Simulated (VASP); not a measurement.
Wanted: the native input for a VASP 6.6.1 run.

```
Task                   : single point
Functional             : PBEsol
Potentials or basis    : VASP PAW PBE potentials, release 64 (Cu, Al)
Cutoff                 : 520 eV
k mesh                 : 7 × 7 × 9
Occupations            : fermi-dirac, width 0.05 eV
Spin                   : no spin polarisation
Dipole correction      : no
Further INCAR settings : ALGO = Fast; EDIFF = 1e-06; NBANDS = 16
```

The structure of Al2Cu lies in POSCAR:

```
Al2Cu
1.0
    4.1323694281      0.0000000000      0.0000000000
    0.0000000000      4.1323694281      0.0000000000
    0.0000000000      0.0000000000      2.9104613262
Cu Al
1 2
Direct
    0.0000000000      0.0000000000      0.0000000000
    0.0000000000      0.5000000000      0.5000000000
    0.5000000000      0.0000000000      0.5000000000
```

This cell differs from its parent crystal: volume scaled by 1.02.

The input as run:

INCAR

```
ALGO = Fast ; EDIFF = 1E-6
ENCUT = 520 ; GGA = PS
ISIF = 2 ; ISMEAR = -1
LASPH = T ; LCHARG = F
LREAL = F ; LWAVE = F
NBANDS = 16 ; NELM = 60
PREC = Accurate ; SIGMA = 0.05
```

KPOINTS

```
k-points
0
Gamma
  7 7 9
```

Potentials or basis: VASP PAW PBE potentials, release 64 (Cu, Al).

The run is started by

```sh
$ cat potpaw_PBE.64/Cu/POTCAR potpaw_PBE.64/Al/POTCAR > POTCAR
$ mpirun -np 1 vasp_std > vasp.out
```

Results of the run:

| Quantity | Value |
| --- | --- |
| Pressure | -3.8 GPa |

Caveat: the PAW data sets were made with another functional, which shifts forces and pressure a little.

It took 27 s on 1 thread of Intel(R) Xeon(R) Platinum 8488C (Sapphire Rapids), with other jobs on the host, peak memory 0.18 GiB.
